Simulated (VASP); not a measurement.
A run of VASP 6.6.1:

INCAR

```
PREC     = Accurate       # precision mode
ENCUT    = 520            # plane-wave cutoff, eV
EDIFF    = 1E-6           # SCF threshold, eV
ISMEAR   = 0              # smearing method
SIGMA    = 0.1            # smearing width, eV
LREAL    = False          # projectors in reciprocal space
LASPH    = True           # aspherical terms in the spheres
NELM     = 100            # most SCF steps
ALGO     = Normal         # electronic algorithm
ISIF     = 2              # what is computed and relaxed
LWAVE    = False          # write WAVECAR
LCHARG   = True           # write CHGCAR
GGA      = PE             # functional
LELF     = True           # ELF
LVHAR    = True         
NBANDS   = 31             # bands
```

File KPOINTS:

```
Automatic mesh
0
Gamma
  6 6 4
```

POSCAR

```
LiNbO
1.0
    3.6441548500      0.0000000000      0.0000000000
    0.0000000000      3.6441548500      0.0000000000
    0.0000000000      0.0000000000      5.2128072800
Li Nb O
2 2 2
Direct
    0.0000000000      0.5000000000      0.7780000000
    0.5000000000      0.0000000000      0.2220000000
    0.0000000000      0.0000000000      0.0000000000
    0.5000000000      0.5000000000      0.0000000000
    0.0000000000      0.0000000000      0.5000000000
    0.5000000000      0.5000000000      0.5000000000
```

Potentials or basis: VASP PAW PBE potentials, release 64 (Li_sv, Nb_sv, O).

The run is started by

```console
$ cat potpaw_PBE.64/Li_sv/POTCAR potpaw_PBE.64/Nb_sv/POTCAR potpaw_PBE.64/O/POTCAR > POTCAR
$ mpirun -np 1 vasp_std > vasp.out
```

Hardware: 1 thread of Intel(R) Xeon(R) 6975P-C (Granite Rapids), on a shared host.

Estimate the wall time of this run.

Wall time 30 s on 1 thread of Intel(R) Xeon(R) 6975P-C (Granite Rapids), with other jobs on the host, peak memory 0.2 GiB. Counts: scf iterations 16, k points 30.
